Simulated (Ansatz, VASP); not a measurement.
## Cu in VASP and in Ansatz

The input INCAR:

```
SYSTEM = Cu
PREC = Accurate
ENCUT = 520
EDIFF = 1E-6
ISMEAR = -1
SIGMA = 0.05
LREAL = .FALSE.
LASPH = .TRUE.
NELM = 80
ALGO = Normal
ISIF = 2
LWAVE = .FALSE.
LCHARG = .FALSE.
LDIPOL = .TRUE.
IDIPOL = 3
DIPOL = 0.5 0.5 0.500
GGA = PS
NBANDS = 36
```

Contents of KPOINTS:

```
regular mesh
0
G
  14 14 1
  0 0 0
```

POSCAR

```
Cu
1.0
    2.5192775978      0.0000000000      0.0000000000
    0.0000000000      2.5192775978      0.0000000000
    0.0000000000      0.0000000000     23.1256000000
Cu
5
Direct
    0.0000000000      0.0000000000      0.3459371198
    0.5000000000      0.5000000000      0.4229685597
    0.0000000000      0.0000000000      0.5000000000
    0.5000000000      0.5000000000      0.5770314403
    0.0000000000      0.0000000000      0.6540628802
```

Input for Ansatz:

```yaml
crystal:
  lattice:
    - [2.5192775978, 0.0, 0.0]
    - [0.0, 2.5192775978, 0.0]
    - [0.0, 0.0, 23.1256]
  atoms:
    - { symbol: Cu, position: [0.0, 0.0, 0.3459371198] }
    - { symbol: Cu, position: [0.5, 0.5, 0.4229685597] }
    - { symbol: Cu, position: [0.0, 0.0, 0.5] }
    - { symbol: Cu, position: [0.5, 0.5, 0.5770314403] }
    - { symbol: Cu, position: [0.0, 0.0, 0.6540628802] }
kpoints:
  mp_grid: { grid: [14, 14, 1] }
scf:
  occupations: { method: fermi_dirac, width: 0.05 }
hamiltonian:
  xc: pbesol
  pseudopotentials: { kind: all_electron, lapw: { basis_error: 0.001 } }
output:
  forces: true
  stress: true
  eigenvalues: true
  populations: true
  dos: { projected: true, de: 0.2, e_range: [-14, 8] }
efield:
  axis: 3
  amplitude: 0
  dipole_correction: true
```

Alike in both runs: task single point; functional PBEsol; k mesh 14 × 14 × 1; occupations fermi-dirac, width 0.05 eV; no spin polarisation.

|  | VASP | Ansatz |
| --- | --- | --- |
| version | VASP 6.6.1 | Ansatz 0.2.0 |
| potentials or method | VASP PAW PBE potentials, release 64 (Cu), cutoff 520 eV | all-electron LAPW, scalar-relativistic |

```csv
,VASP,Ansatz,Ansatz less VASP
rms of the force components (eV/Å),0.120,0.129,+0.0090
```

VASP's potentials were made for PBE, not for PBEsol. Atom by atom the forces differ by 0.013 eV/Å (rms over components). Ansatz ran all-electron here, and VASP with PAW potentials.
